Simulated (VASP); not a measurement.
# AlN in VASP: further runs

Runs on AlN. Level: PBEsol. Tasks: single point.

Everything below comes from runs of VASP 6.6.1. Logs are shortened: lines on timing, memory, paths and dates and some standing lists are left out, and cuts for length are marked.

### Step 1. The cell of the first run

Symmetry: R3m, No. 160, trigonal system. The conventional cell has a = 2.904 Å, b = 2.904 Å, c = 7.536 Å, α = 90.00°, β = 90.00°, γ = 120.00°. Within 2.7 Å of Al (site symmetry 3m) lie 6 N at 2.06 to 2.13 Å. Within 2.7 Å of N (site symmetry 3m) lie 6 Al at 2.06 to 2.13 Å.

### Step 2. Single point, PBEsol (strained and its atoms moved)

INCAR reads:

```
PREC = Accurate
ENCUT = 520
EDIFF = 1E-7
ISMEAR = 0
SIGMA = 0.02
LREAL = F
LASPH = T
NELM = 100
ALGO = Normal
ISIF = 2
LWAVE = F
LCHARG = F
GGA = PS
NBANDS = 11
```

KPOINTS reads:

```
regular mesh
0
Gamma
  10 10 10
```

POSCAR reads:

```
AlN
1.0
    0.0000000000      2.0533779819      2.0533779819
    2.1347587019     -0.0813807200      2.1347587019
    2.0533779819      2.0533779819      0.0000000000
Al N
1 1
Direct
    0.5042566613      0.4872300161      0.5042566613
   -0.0042566613      0.0127699839     -0.0042566613
```

Potentials or basis: VASP PAW PBE potentials, release 64 (Al, N).

Command:

```sh
> cat potpaw_PBE.64/Al/POTCAR potpaw_PBE.64/N/POTCAR > POTCAR
> mpirun -np 1 vasp_std > vasp.out
```

OUTCAR:

```text
PREC = Accurate
   ENCUT = 520
   EDIFF = 1E-7
   ISMEAR = 0
   LREAL = F
   LASPH = T
   NELM = 100
   ISIF = 2
   GGA = PS

 ion  position               nearest neighbor table
   1  0.504  0.487  0.504-   2 2.06   2 2.06   2 2.06   2 2.13   2 2.13   2 2.13
   2  0.996  0.013  0.996-   1 2.06   1 2.06   1 2.06   1 2.13   1 2.13   1 2.13

  LATTYP: Found a trigonal (rhomboedric) cell.
 ALAT       =     3.0201013646
 COS(alpha) =     0.5377310084

  Lattice vectors:

 A1 = (   0.0813807200,  -2.1347587019,   2.1347587019)
 A2 = (   2.1347587019,  -2.1347587019,   0.0813807200)
 A3 = (   2.1347587019,  -0.0813807200,   2.1347587019)

Analysis of symmetry for initial positions (statically):
=====================================================================
 Subroutine PRICEL returns:
 Original cell was already a primitive cell.

 Routine SETGRP: Setting up the symmetry group for a
 trigonal (rhombohedral) supercell.

 Subroutine GETGRP returns: Found  6 space group operations
 (whereof  6 operations were pure point group operations)
 out of a pool of 12 trial point group operations.

The static configuration has the point symmetry C_3v.

Analysis of symmetry for dynamics (positions and initial velocities):
=====================================================================
 Subroutine PRICEL returns:
 Original cell was already a primitive cell.

 Routine SETGRP: Setting up the symmetry group for a
 trigonal (rhombohedral) supercell.

 Subroutine GETGRP returns: Found  6 space group operations
 (whereof  6 operations were pure point group operations)
 out of a pool of 12 trial point group operations.

The dynamic configuration has the point symmetry C_3v.

 Subroutine INISYM returns: Found  6 space group operations
 (whereof  6 operations are pure point group operations),
 and found     1 'primitive' translations

----------------------------------------------------------------------------------------

                                     Primitive cell

  volume of cell :      18.3450

  direct lattice vectors                    reciprocal lattice vectors
     0.000000000  2.053377982  2.053377982    -0.238946667  0.238946667  0.248055730
     2.134758702 -0.081380720  2.134758702     0.229837604 -0.229837604  0.229837604
     2.053377982  2.053377982  0.000000000     0.248055730  0.238946667 -0.238946667

  length of vectors
     2.903914991  3.020101365  2.903914991     0.419192873  0.398090408  0.419192873

  position of ions in fractional coordinates (direct lattice)
     0.504256661  0.487230016  0.504256661
     0.995743339  0.012769984  0.995743339

  ion indices of the primitive-cell ions
   primitive index   ion index
                 1           1
                 2           2

----------------------------------------------------------------------------------------

 KPOINTS: regular mesh

Automatic generation of k-mesh.
 Grid dimensions read from file:
 generate k-points for:   10   10   10

 Generating k-lattice:

  Cartesian coordinates                     Fractional coordinates (reciprocal lattice)
    -0.023894667  0.023894667  0.024805573     0.100000000  0.000000000  0.000000000
     0.022983760 -0.022983760  0.022983760     0.000000000  0.100000000  0.000000000
     0.024805573  0.023894667 -0.023894667     0.000000000  0.000000000  0.100000000

  Length of vectors
     0.041919287  0.039809041  0.041919287

  Shift w.r.t. Gamma in fractional coordinates (k-lattice)
     0.000000000  0.000000000  0.000000000

 Subroutine IBZKPT returns following result:
 ===========================================

 Found    116 irreducible k-points:

 Following reciprocal coordinates:
            Coordinates               Weight
  0.000000  0.000000  0.000000      1.000000
  0.100000  0.000000  0.000000      6.000000
  0.200000  0.000000  0.000000      6.000000
  0.300000 -0.000000  0.000000      6.000000
  0.400000 -0.000000  0.000000      6.000000
  0.500000  0.000000  0.000000      3.000000
[... 16 lines left out ...]
 -0.400000  0.200000  0.000000      6.000000
 -0.300000  0.200000  0.000000      6.000000
 [... further k-points ...]
   k-points           NKPTS =    116   k-points in BZ     NKDIM =    116   number of bands    NBANDS=     11
   number of dos      NEDOS =    301   number of ions     NIONS =      2
   total plane-waves  NPLWV =  13824
   dimension x,y,z NGX =    24 NGY =   24 NGZ =   24
   dimension x,y,z NGXF=    48 NGYF=   48 NGZF=   48
   ions per type =               1   1
   NGX,Y,Z   is equivalent  to a cutoff of  13.74, 13.21, 13.74 a.u.
   NGXF,Y,Z  is equivalent  to a cutoff of  27.48, 26.42, 27.48 a.u.
 SYSTEM =  unknown system
   PREC   = accura    normal or accurate (medium, high low for compatibility)
   ISTART =      0    job   : 0-new  1-cont  2-samecut
   ICHARG =      2    charge: 1-file 2-atom 10-const
   ISPIN  =      1    spin polarized calculation?
   LNONCOLLINEAR =      F non collinear calculations
   LSORBIT =      F    spin-orbit coupling
   LASPH  =      T    aspherical Exc in radial PAW
   ENCUT  =  520.0 eV  38.22 Ry    6.18 a.u.   5.40  5.62  5.40*2*pi/ulx,y,z
   NELM   =    100;   NELMIN=  2; NELMDL= -5     # of ELM steps
   EDIFF  = 0.1E-06   stopping-criterion for ELM
   LREAL  =      F    real-space projection
   EDIFFG = 0.1E-05   stopping-criterion for IOM
   NSW    =      0    number of steps for IOM
   IBRION =     -1    ionic relax: 0-MD 1-quasi-New 2-CG
   NFREE  =      0    steps in history (QN), initial steepest desc. (CG)
   ISIF   =      2    stress and relaxation
   ISYM   =      2    0-nonsym 1-usesym 2-fastsym
   POTIM  = 0.5000    time-step for ionic-motion
   TEBEG  =    0.0;   TEEND  =   0.0 temperature during run
   PSTRESS=    0.0 pullay stress
   NELECT =       8.0000    total number of electrons
   NUPDOWN=      -1.0000    fix difference up-down
   EMIN   =  10.00;   EMAX   =-10.00  energy-range for DOS
   EFERMI =   0.00;   METHOD = LEGACY
   ISMEAR =     0;   SIGMA  =   0.02  broadening in eV -4-tet -1-fermi 0-gaus
   EFERMI_NEDOS =   21; number of points for ismear=-14 and -15
   IALGO  =     38    algorithm
   IMIX   =      4    mixing-type and parameters
     AMIX     =   0.40;   BMIX     =  1.00
     AMIX_MAG =   1.60;   BMIX_MAG =  1.00
  volume/ion in A,a.u.               =       9.17        61.90
  Fermi-wavevector in a.u.,A,eV,Ry     =   1.241460  2.346018 20.969597  1.541222
  Thomas-Fermi vector in A             =   2.375856
   LORBIT       =      0    0 simple, 1 ext, 2 COOP (PROOUT), +10 PAW based schemes
   GGA     = PS    functional components
   LHFCALC =     F    Hartree Fock is set to
   AEXX    =    0.0000 exact exchange contribution
   IVDW    =     0    specifies the selected vdW correction
   LEPSILON=     F    determine dielectric tensor
   LRPA    =     F    only Hartree local field effects (RPA)
 non-spin polarized calculation
 Gauss-broadening in eV      SIGMA  =   0.02
  energy-cutoff  :      520.00
  volume of cell :       18.34
 maximum number of plane-waves:       510
 NGX is ok and might be reduce to    24
   NGX = 11   NGY = 11   NGZ = 11

 number of electron       8.0000000 magnetization

 Free energy of the ion-electron system (eV)
  ---------------------------------------------------
  ext. energy  EPLUGINS =         0.00000000
  ---------------------------------------------------
  free energy    TOTEN  =       -15.23670048 eV

  energy without entropy =      -15.23670048  energy(sigma->0) =      -15.23670048

 E-fermi :   8.9641     XC(G=0): -11.9692

 val. band max:        8.8515826286   @ k =   0.0000   0.0000   0.0000
 cond. band min:      12.0013861733   @ k =   0.5000   0.5000   0.0000
 fundamental gap:      3.1498035447
 Fermi energy:         8.9640965006

 k-point     1 :       0.0000    0.0000    0.0000
  band No.  band energies     occupation
      1      -8.0417      2.00000
      2       8.0715      2.00000
      3       8.8516      2.00000
      4       8.8516      2.00000
      5      12.6752      0.00000
      6      19.4290      0.00000
      7      20.8316      0.00000
      8      20.8316      0.00000
      9      24.5338      0.00000
     10      25.5531      0.00000
     11      25.5531      0.00000

 k-point     2 :       0.1000    0.0000    0.0000
  band No.  band energies     occupation
      1      -7.8499      2.00000
      2       7.6367      2.00000
      3       8.1713      2.00000
      4       8.7345      2.00000
      5      13.3353      0.00000
      6      19.4212      0.00000
      7      20.0741      0.00000
      8      20.9816      0.00000
      9      23.3703      0.00000
     10      23.9341      0.00000
     11      25.1893      0.00000

 k-point     3 :       0.2000    0.0000    0.0000
  band No.  band energies     occupation
      1      -7.2932      2.00000
      2       5.7149      2.00000
      3       7.8459      2.00000
      4       8.4497      2.00000
      5      14.1006      0.00000
      6      18.7484      0.00000
      7      20.0959      0.00000
      8      20.5938      0.00000
      9      22.6455      0.00000
     10      23.9476      0.00000
     11      24.4948      0.00000

 k-point     4 :       0.3000   -0.0000    0.0000
  band No.  band energies     occupation
      1      -6.4465      2.00000
      2       3.5718      2.00000
      3       7.5886      2.00000
      4       8.1333      2.00000
      5      14.0800      0.00000
      6      19.0096      0.00000
      7      19.4727      0.00000
      8      19.6525      0.00000
      9      23.4915      0.00000
     10      24.2958      0.00000
     11      25.6274      0.00000

 k-point     5 :       0.4000   -0.0000    0.0000
  band No.  band energies     occupation
      1      -5.5213      2.00000
      2       1.7807      2.00000
      3       7.4086      2.00000
      4       7.9003      2.00000
      5      13.7818      0.00000
      6      18.4738      0.00000
      7      18.9706      0.00000
      8      20.0964      0.00000
      9      23.2717      0.00000
     10      26.2036      0.00000
     11      27.7844      0.00000
[... 211 lines left out ...]
 k-point    21 :       0.4000    0.2000    0.0000
  band No.  band energies     occupation
      1      -5.5858      2.00000
      2       3.0328      2.00000
      3       6.1164      2.00000
      4       7.2508      2.00000
      5      15.2612      0.00000
      6      16.3173      0.00000
      7      17.8285      0.00000
      8      21.1218      0.00000
      9      23.6135      0.00000
     10      27.8734      0.00000
     11      28.9989      0.00000

 k-point    22 :       0.5000    0.2000    0.0000
  band No.  band energies     occupation
      1      -4.8609      2.00000
      2       1.8806      2.00000
      3       5.4021      2.00000
      4       7.2558      2.00000
      5      15.2655      0.00000
      6      16.4456      0.00000
      7      19.0605      0.00000
      8      20.4055      0.00000
      9      24.0669      0.00000
     10      27.8277      0.00000
     11      29.7619      0.00000

 k-point    23 :      -0.4000    0.2000    0.0000
  band No.  band energies     occupation
      1      -4.7930      2.00000
      2       1.7987      2.00000
      3       4.9136      2.00000
      4       7.4744      2.00000
      5      15.6306      0.00000
      6      16.5657      0.00000
      7      20.0030      0.00000
      8      20.0750      0.00000
      9      24.6194      0.00000
     10      27.5768      0.00000
     11      28.0520      0.00000

 k-point    24 :      -0.3000    0.2000    0.0000
  band No.  band energies     occupation
      1      -5.4458      2.00000
      2       2.7393      2.00000
      3       4.9263      2.00000
      4       7.8512      2.00000
      5      16.1467      0.00000
      6      17.1025      0.00000
      7      19.5056      0.00000
      8      19.9959      0.00000
      9      25.5401      0.00000
     10      25.7446      0.00000
     11      27.5378      0.00000

 [... further k-points ...]
[... 5 lines left out ...]
  --------------------------------------------------------------------------------------
  -------------------------------------------------------------------------------------
  Total       -2.4401365     -2.4401365     -2.4401365      1.2472486      1.2472486     -1.2472486
  in kB     -213.1120424   -213.1120424   -213.1120424    108.9298424    108.9298424   -108.9298424
  external PRESSURE =    -213.1120424 kB  Pullay stress =       0.0000000 kB

 VOLUME and BASIS-vectors are now :
 -----------------------------------------------------------------------------
  energy-cutoff  :      520.00
  volume of cell :       18.34
      direct lattice vectors                 reciprocal lattice vectors
     0.000000000  2.053377982  2.053377982    -0.238946667  0.238946667  0.248055730
     2.134758702 -0.081380720  2.134758702     0.229837604 -0.229837604  0.229837604
     2.053377982  2.053377982  0.000000000     0.248055730  0.238946667 -0.238946667

 POSITION                                       TOTAL-FORCE (eV/Angst)
 -----------------------------------------------------------------------------------
      2.07555      2.03121      2.07555         0.116864     -0.116864      0.116864
      2.07190      4.08824      2.07190        -0.116864      0.116864     -0.116864
 -----------------------------------------------------------------------------------
    total drift:                               -0.000153      0.000154     -0.000153

  FREE ENERGIE OF THE ION-ELECTRON SYSTEM (eV)
  ---------------------------------------------------
  free  energy   TOTEN  =       -15.2367004769 eV

  energy  without entropy=      -15.2367004769  energy(sigma->0) =      -15.23670048
```

It took 8.2 s on 1 thread of Intel Xeon 6975P-C, shared host; peak memory 0.15 GiB.

Results:

```yaml
Free_energy: -15.2367 eV
Pressure: -21.3 GPa
Largest_force: 0.202 eV/Å
Band_gap_on_the_k_mesh: 3.15 eV, indirect (least direct gap 3.82 eV)
```

Forces on the atoms (eV/Å):
```
Al   0.117 -0.117  0.117
N   -0.117  0.117 -0.117
```

Caveat: the cell differs from its parent crystal (strained and its atoms moved); the PAW data sets were made with another functional, which shifts forces and pressure a little.

[end of part 1 of 2]
